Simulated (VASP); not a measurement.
Ca:

```
CELL_PARAMETERS angstrom
2.61500 0.00000 0.00000
0.00000 2.61500 0.00000
0.00000 0.00000 2.61500
ATOMIC_POSITIONS crystal
Ca 0.00000 0.00000 0.00000
```

This isn't the form of Ca at room conditions, which is fcc.

- Program: VASP 6.6.1
- Task: relaxation of cell and atoms
- Functional: revPBE
- Dispersion: D3(BJ)
- Potentials or basis: VASP PAW PBE potentials, release 64 (Ca_sv)
- Cutoff: 600 eV
- k mesh: 12 × 12 × 12
- Occupations: fermi-dirac, width 0.1 eV
- Spin: no spin polarisation

At the start: pressure 36.8 GPa; volume 17.88 Å³/atom.

Problem. Where does the relaxation end?

Solution. Over 6 steps the energy falls by 1365.0 meV/atom and the volume is 39.49 Å³/atom (+120.9 %); space group Pm-3m (No. 221, to 0.1 Å) before and after.

The path:
```csv
step,energy change (eV),largest force (eV/Å),pressure (GPa),volume (Å³)
1,0.0000,0.0000,36.75,17.88
2,-1.2547,0.0000,4.78,30.74
3,-1.3438,0.0000,1.72,35.34
4,-1.3329,0.0000,-1.49,45.87
5,-1.3648,0.0000,-0.14,40.06
6,-1.3650,0.0000,0.04,39.49
```

Final structure:
```
Ca
1.0
     3.40545    0.00000    0.00000
     0.00000    3.40545    0.00000
     0.00000    0.00000    3.40545
Ca
1
Direct
  0.00000 0.00000 0.00000
```

Caveat: the volume moved by over 15 % at a fixed basis, so the end points are rough; the PAW data sets were made with another functional, which shifts forces and pressure a little.
